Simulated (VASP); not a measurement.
# BeS (I-4m2) in VASP: notebook

BeS is run at these levels: PBEsol; tasks: single point.

All numbers are computed with VASP 6.6.1; they aren't measurements. Logs are shortened: lines on timing, memory, paths and dates and some standing lists are left out, and cuts for length are marked.

## (1) The cell of the first run

It takes space group I-4m2 (No. 119, tetragonal). Conventional cell: a = 3.482 Å, b = 3.482 Å, c = 5.005 Å, α = 90.00°, β = 90.00°, γ = 90.00°. Be (site symmetry -4m2) has 4 S at 2.14 Å within 2.8 Å. S (site symmetry -4m2) has 4 Be at 2.14 Å within 2.8 Å.

## (2) Single point, PBEsol (15.17 Å³/atom)

Input file INCAR:

```
PREC = Accurate ; ENCUT = 520
EDIFF = 1E-7 ; ISMEAR = 0
SIGMA = 0.05 ; LREAL = False
LASPH = True ; NELM = 100
ALGO = Normal ; ISIF = 2
LWAVE = False ; LCHARG = False
GGA = PS ; NBANDS = 11
```

Input file KPOINTS:

```
regular mesh
0
Gamma
  10 10 10
```

Input file POSCAR:

```
BeS
1.0
    0.0000000000      2.5023774645      2.4624852042
    2.4624852042      0.0000000000      2.4624852042
    2.4624852042      2.5023774645      0.0000000000
Be S
1 1
Direct
    0.0000000000      0.0000000000      0.0000000000
    0.7500000000      0.7500000000      0.7500000000
```

Potentials or basis: VASP PAW PBE potentials, release 64 (Be, S).

Run with:

```sh
$ cat potpaw_PBE.64/Be/POTCAR potpaw_PBE.64/S/POTCAR > POTCAR
$ mpirun -np 1 vasp_std > vasp.out
```

OUTCAR:

```text
PREC = Accurate
   ENCUT = 520
   EDIFF = 1E-7
   ISMEAR = 0
   LREAL = False
   LASPH = True
   NELM = 100
   ISIF = 2
   GGA = PS

 ion  position               nearest neighbor table
   1  0.000  0.000  0.000-   2 2.14   2 2.14   2 2.14   2 2.14
   2  0.750  0.750  0.750-   1 2.14   1 2.14   1 2.14   1 2.14

  LATTYP: Found a body centered tetragonal cell.
 ALAT       =     3.4824799729
 C/A-ratio  =     1.4371238221

  Lattice vectors:

 A1 = (   0.0000000000,  -2.5023774645,   2.4624852042)
 A2 = (   0.0000000000,  -2.5023774645,  -2.4624852042)
 A3 = (   2.4624852042,   2.5023774645,   0.0000000000)

Analysis of symmetry for initial positions (statically):
=====================================================================
 Subroutine PRICEL returns:
 Original cell was already a primitive cell.

 Routine SETGRP: Setting up the symmetry group for a
 body centered tetragonal supercell.

 Subroutine GETGRP returns: Found  8 space group operations
 (whereof  8 operations were pure point group operations)
 out of a pool of 16 trial point group operations.

The static configuration has the point symmetry D_2d.

Analysis of symmetry for dynamics (positions and initial velocities):
=====================================================================
 Subroutine PRICEL returns:
 Original cell was already a primitive cell.

 Routine SETGRP: Setting up the symmetry group for a
 body centered tetragonal supercell.

 Subroutine GETGRP returns: Found  8 space group operations
 (whereof  8 operations were pure point group operations)
 out of a pool of 16 trial point group operations.

The dynamic configuration has the point symmetry D_2d.

 Subroutine INISYM returns: Found  8 space group operations
 (whereof  8 operations are pure point group operations),
 and found     1 'primitive' translations

----------------------------------------------------------------------------------------

                                     Primitive cell

  volume of cell :      30.3480

  direct lattice vectors                    reciprocal lattice vectors
     0.000000000  2.502377464  2.462485204    -0.203046905  0.199809984  0.203046905
     2.462485204  0.000000000  2.462485204     0.203046905 -0.199809984  0.203046905
     2.462485204  2.502377464  0.000000000     0.203046905  0.199809984 -0.203046905

  length of vectors
     3.510801384  3.482479973  3.510801384     0.349828702  0.349828702  0.349828702

  position of ions in fractional coordinates (direct lattice)
     0.000000000  0.000000000  0.000000000
     0.750000000  0.750000000  0.750000000

  ion indices of the primitive-cell ions
   primitive index   ion index
                 1           1
                 2           2

----------------------------------------------------------------------------------------

 KPOINTS: regular mesh

Automatic generation of k-mesh.
 Grid dimensions read from file:
 generate k-points for:   10   10   10

 Generating k-lattice:

  Cartesian coordinates                     Fractional coordinates (reciprocal lattice)
    -0.020304691  0.019980998  0.020304691     0.100000000  0.000000000  0.000000000
     0.020304691 -0.019980998  0.020304691    -0.000000000  0.100000000 -0.000000000
     0.020304691  0.019980998 -0.020304691     0.000000000  0.000000000  0.100000000

  Length of vectors
     0.034982870  0.034982870  0.034982870

  Shift w.r.t. Gamma in fractional coordinates (k-lattice)
     0.000000000  0.000000000  0.000000000

 Subroutine IBZKPT returns following result:
 ===========================================

 Found    102 irreducible k-points:

 Following reciprocal coordinates:
            Coordinates               Weight
  0.000000  0.000000  0.000000      1.000000
  0.100000  0.000000 -0.000000      8.000000
  0.200000  0.000000 -0.000000      8.000000
  0.300000  0.000000  0.000000      8.000000
  0.400000  0.000000  0.000000      8.000000
  0.500000  0.000000  0.000000      4.000000
[... 16 lines left out ...]
  0.300000  0.300000  0.000000      4.000000
  0.400000  0.300000  0.000000     16.000000
 [... further k-points ...]
   k-points           NKPTS =    102   k-points in BZ     NKDIM =    102   number of bands    NBANDS=     11
   number of dos      NEDOS =    301   number of ions     NIONS =      2
   total plane-waves  NPLWV =  21952
   dimension x,y,z NGX =    28 NGY =   28 NGZ =   28
   dimension x,y,z NGXF=    56 NGYF=   56 NGZF=   56
   ions per type =               1   1
   NGX,Y,Z   is equivalent  to a cutoff of  13.26, 13.37, 13.26 a.u.
   NGXF,Y,Z  is equivalent  to a cutoff of  26.52, 26.73, 26.52 a.u.
 SYSTEM =  unknown system
   PREC   = accura    normal or accurate (medium, high low for compatibility)
   ISTART =      0    job   : 0-new  1-cont  2-samecut
   ICHARG =      2    charge: 1-file 2-atom 10-const
   ISPIN  =      1    spin polarized calculation?
   LNONCOLLINEAR =      F non collinear calculations
   LSORBIT =      F    spin-orbit coupling
   LASPH  =      T    aspherical Exc in radial PAW
   ENCUT  =  520.0 eV  38.22 Ry    6.18 a.u.   6.53  6.48  6.53*2*pi/ulx,y,z
   NELM   =    100;   NELMIN=  2; NELMDL= -5     # of ELM steps
   EDIFF  = 0.1E-06   stopping-criterion for ELM
   LREAL  =      F    real-space projection
   EDIFFG = 0.1E-05   stopping-criterion for IOM
   NSW    =      0    number of steps for IOM
   IBRION =     -1    ionic relax: 0-MD 1-quasi-New 2-CG
   NFREE  =      0    steps in history (QN), initial steepest desc. (CG)
   ISIF   =      2    stress and relaxation
   ISYM   =      2    0-nonsym 1-usesym 2-fastsym
   POTIM  = 0.5000    time-step for ionic-motion
   TEBEG  =    0.0;   TEEND  =   0.0 temperature during run
   PSTRESS=    0.0 pullay stress
   NELECT =       8.0000    total number of electrons
   NUPDOWN=      -1.0000    fix difference up-down
   EMIN   =  10.00;   EMAX   =-10.00  energy-range for DOS
   EFERMI =   0.00;   METHOD = LEGACY
   ISMEAR =     0;   SIGMA  =   0.05  broadening in eV -4-tet -1-fermi 0-gaus
   EFERMI_NEDOS =   21; number of points for ismear=-14 and -15
   IALGO  =     38    algorithm
   IMIX   =      4    mixing-type and parameters
     AMIX     =   0.40;   BMIX     =  1.00
     AMIX_MAG =   1.60;   BMIX_MAG =  1.00
  volume/ion in A,a.u.               =      15.17       102.40
  Fermi-wavevector in a.u.,A,eV,Ry     =   1.049691  1.983628 14.991595  1.101851
  Thomas-Fermi vector in A             =   2.184664
   LORBIT       =      0    0 simple, 1 ext, 2 COOP (PROOUT), +10 PAW based schemes
   GGA     = PS    functional components
   LHFCALC =     F    Hartree Fock is set to
   AEXX    =    0.0000 exact exchange contribution
   IVDW    =     0    specifies the selected vdW correction
   LEPSILON=     F    determine dielectric tensor
   LRPA    =     F    only Hartree local field effects (RPA)
 non-spin polarized calculation
 Gauss-broadening in eV      SIGMA  =   0.05
  energy-cutoff  :      520.00
  volume of cell :       30.35
 maximum number of plane-waves:       853
 NGX is ok and might be reduce to    28
   NGX = 13   NGY = 13   NGZ = 13

 number of electron       8.0000000 magnetization

 Free energy of the ion-electron system (eV)
  ---------------------------------------------------
  ext. energy  EPLUGINS =         0.00000000
  ---------------------------------------------------
  free energy    TOTEN  =       -10.52532611 eV

  energy without entropy =      -10.52532611  energy(sigma->0) =      -10.52532611

 E-fermi :   3.8173     XC(G=0):  -9.6501

 val. band max:        3.5491064194   @ k =   0.0000   0.0000   0.0000
 cond. band min:       6.5423374653   @ k =   0.5000   0.5000   0.0000
 fundamental gap:      2.9932310459
 Fermi energy:         3.8172699095

 k-point     1 :       0.0000    0.0000    0.0000
  band No.  band energies     occupation
      1      -9.7916      2.00000
      2       3.4657      2.00000
      3       3.5491      2.00000
      4       3.5491      2.00000
      5       8.7207      0.00000
      6       9.1454      0.00000
      7       9.1454      0.00000
      8       9.1675      0.00000
      9      16.0084      0.00000
     10      16.3597      0.00000
     11      17.7209      0.00000

 k-point     2 :       0.1000    0.0000   -0.0000
  band No.  band energies     occupation
      1      -9.6855      2.00000
      2       2.7268      2.00000
      3       3.3682      2.00000
      4       3.4328      2.00000
      5       8.8262      0.00000
      6       9.3694      0.00000
      7       9.3804      0.00000
      8       9.8439      0.00000
      9      15.5179      0.00000
     10      15.8136      0.00000
     11      17.7068      0.00000

 k-point     3 :       0.2000    0.0000   -0.0000
  band No.  band energies     occupation
      1      -9.3840      2.00000
      2       1.1681      2.00000
      3       3.0761      2.00000
      4       3.1661      2.00000
      5       8.7992      0.00000
      6       9.8207      0.00000
      7       9.8357      0.00000
      8      11.4177      0.00000
      9      15.0766      0.00000
     10      15.2587      0.00000
     11      17.4203      0.00000

 k-point     4 :       0.3000    0.0000    0.0000
  band No.  band energies     occupation
      1      -8.9478      2.00000
      2      -0.3703      2.00000
      3       2.7754      2.00000
      4       2.8904      2.00000
      5       8.7362      0.00000
      6      10.0473      0.00000
      7      10.1201      0.00000
      8      12.9406      0.00000
      9      15.5493      0.00000
     10      15.5880      0.00000
     11      17.1544      0.00000
[... 239 lines left out ...]
 k-point    22 :      -0.2000    0.2000    0.0000
  band No.  band energies     occupation
      1      -8.8044      2.00000
      2      -0.0436      2.00000
      3       1.3561      2.00000
      4       2.8529      2.00000
      5       9.5619      0.00000
      6      10.4502      0.00000
      7      10.7409      0.00000
      8      11.8134      0.00000
      9      14.0037      0.00000
     10      17.3872      0.00000
     11      18.4710      0.00000

 k-point    23 :       0.3000    0.3000    0.0000
  band No.  band energies     occupation
      1      -8.6547      2.00000
      2       0.2482      2.00000
      3       1.6467      2.00000
      4       1.6757      2.00000
      5       7.5136      0.00000
      6       9.3418      0.00000
      7      12.7594      0.00000
      8      13.0348      0.00000
      9      15.0957      0.00000
     10      17.8917      0.00000
     11      20.2766      0.00000

 k-point    24 :       0.4000    0.3000    0.0000
  band No.  band energies     occupation
      1      -8.3141      2.00000
      2      -0.4354      2.00000
      3       1.2173      2.00000
      4       1.4487      2.00000
      5       7.4716      0.00000
      6       9.2264      0.00000
      7      13.2051      0.00000
      8      13.5397      0.00000
      9      16.5468      0.00000
     10      18.5871      0.00000
     11      19.7400      0.00000

 [... further k-points ...]
[... 5 lines left out ...]
  --------------------------------------------------------------------------------------
  -------------------------------------------------------------------------------------
  Total       -1.0031039     -1.2861778     -1.0031039      0.0000000     -0.0000000      0.0000000
  in kB      -52.9573717    -67.9018363    -52.9573717      0.0000000     -0.0000000      0.0000000
  external PRESSURE =     -57.9388599 kB  Pullay stress =       0.0000000 kB

 VOLUME and BASIS-vectors are now :
 -----------------------------------------------------------------------------
  energy-cutoff  :      520.00
  volume of cell :       30.35
      direct lattice vectors                 reciprocal lattice vectors
     0.000000000  2.502377464  2.462485204    -0.203046905  0.199809984  0.203046905
     2.462485204  0.000000000  2.462485204     0.203046905 -0.199809984  0.203046905
     2.462485204  2.502377464  0.000000000     0.203046905  0.199809984 -0.203046905

 POSITION                                       TOTAL-FORCE (eV/Angst)
 -----------------------------------------------------------------------------------
      0.00000      0.00000      0.00000        -0.000000      0.000000     -0.000000
      3.69373      3.75357      3.69373         0.000000     -0.000000      0.000000
 -----------------------------------------------------------------------------------
    total drift:                               -0.000000      0.000000     -0.000000

  FREE ENERGIE OF THE ION-ELECTRON SYSTEM (eV)
  ---------------------------------------------------
  free  energy   TOTEN  =       -10.5253261105 eV

  energy  without entropy=      -10.5253261105  energy(sigma->0) =      -10.52532611
```

It took 91 s on 1 thread of Intel Xeon 8259CL, shared host; peak memory 0.17 GiB.

What came out:

| Quantity | Value |
| --- | --- |
| Free energy | -10.5253 eV |
| Pressure | -5.8 GPa |
| Band gap on the k mesh | 2.99 eV (least direct gap 5.17 eV) |

Stress tensor (GPa, compression positive):
```
-5.30  0.00  0.00
 0.00 -6.79  0.00
 0.00  0.00 -5.30
```

Caveat: the cell stands under tension; the PAW data sets were made with another functional, which shifts forces and pressure a little.

[end of part 1 of 2]
